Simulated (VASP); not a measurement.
The system is TeW.

```xyz
2
Lattice="0.0000 2.7704 2.7704 2.7704 0.0000 2.7704 2.7704 2.7704 0.0000" Properties=species:S:1:pos:R:3 pbc="T T T"
Te    2.7704    2.7704    2.7704
W     0.0000    0.0000    0.0000
```

The cell was generated, and may not be a known phase.

| Quantity | Value |
| --- | --- |
| Program | VASP 6.6.1 |
| Task | relaxation of cell and atoms |
| Functional | PBE |
| Potentials or basis | VASP PAW PBE potentials, release 64 (Te, W_sv) |
| Cutoff | 500 eV |
| k mesh | 6 × 6 × 6 |
| Occupations | gaussian, width 0.2 eV |
| Spin | no spin polarisation |

At the start: pressure 4.0 GPa; volume 21.26 Å³/atom.

Problem. Where does the relaxation end?

Solution. Over 3 steps the energy falls by 8.0 meV/atom and the volume is 21.93 Å³/atom (+3.1 %); space group Fm-3m (No. 225, to 0.1 Å) before and after.

The path:
| step | energy change (eV) | largest force (eV/Å) | pressure (GPa) | volume (Å³) |
| --- | --- | --- | --- | --- |
| 1 | 0.0000 | 0.0000 | 4.00 | 42.52 |
| 2 | 0.0169 | 0.0000 | -4.96 | 45.87 |
| 3 | -0.0160 | 0.0000 | -0.03 | 43.86 |

Final structure:
```cif
data_structure
_symmetry_space_group_name_H-M 'P 1'
_symmetry_Int_Tables_number 1
_cell_length_a 3.9584
_cell_length_b 3.9584
_cell_length_c 3.9584
_cell_angle_alpha 60.000
_cell_angle_beta 60.000
_cell_angle_gamma 60.000
_cell_volume 43.86
loop_
_atom_site_label
_atom_site_type_symbol
_atom_site_fract_x
_atom_site_fract_y
_atom_site_fract_z
_atom_site_occupancy
Te1 Te 0.50000 0.50000 0.50000 1
W1 W 0.00000 0.00000 0.00000 1
```
